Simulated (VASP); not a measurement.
## HfSnO4: single point with PBE

Crystal: HfSnO4.

```
Hf Sn O
1.0
     3.51508   -3.53482    0.00000
     3.51508    3.53482    0.00000
     0.00000    0.00000    3.26233
Hf Sn O
1 1 4
Cartesian
  0.0000 0.0000 0.0000
  3.5151 0.0000 1.6312
  1.3498 0.0000 1.6312
  3.5151 -1.3673 0.0000
  3.5151 1.3673 0.0000
  5.6804 0.0000 1.6312
```

```json
{
 "Program": "VASP 6.6.1",
 "Task": "single point",
 "Functional": "PBE",
 "Potentials or basis": "VASP PAW PBE potentials, release 64 (Hf_pv, Sn_d, O)",
 "Cutoff": "520 eV",
 "k mesh": "6 × 6 × 8",
 "Occupations": "gaussian, width 0.02 eV",
 "Spin": "no spin polarisation"
}
```

```
Pressure               : -10.3 GPa
Largest force          : 0.209 eV/Å
Band gap on the k mesh : 1.70 eV
```

Forces on the atoms (eV/Å):
```
Hf   0.000  0.000  0.000
Sn   0.000  0.000  0.000
O   -0.209  0.000  0.000
O    0.000 -0.167  0.000
O    0.000  0.167  0.000
O    0.209  0.000  0.000
```

Stress tensor (GPa, compression positive):
```
-10.09   0.00   0.00
  0.00 -10.28   0.00
  0.00   0.00 -10.49
```

Levels at points of the mesh, in eV from the valence-band top:
```csv
k point,band 22,band 23,band 24,band 25,band 26,band 27
"(0.00, 0.00, 0.00)",-0.66,-0.59,0.00,1.70,4.21,5.64
"(0.50, 0.00, 0.00)",-0.97,-0.75,-0.53,3.70,4.13,5.37
"(0.50, 0.50, 0.00)",-1.16,-1.15,-0.80,2.33,4.53,5.66
"(0.00, 0.00, 0.50)",-1.36,-1.13,-0.77,4.99,5.10,5.54
"(0.50, 0.00, 0.50)",-1.31,-0.93,-0.84,4.05,4.77,5.97
"(0.50, 0.50, 0.50)",-0.93,-0.74,-0.48,4.47,4.75,5.01
```

It took 4.4 min on 1 thread of Intel Xeon 8259CL (shared host), peak memory 0.3 GiB.

Caveat: the cell stands under tension; spin-orbit coupling is left out, which moves the levels of the heavy elements. A k mesh can miss the band edges.
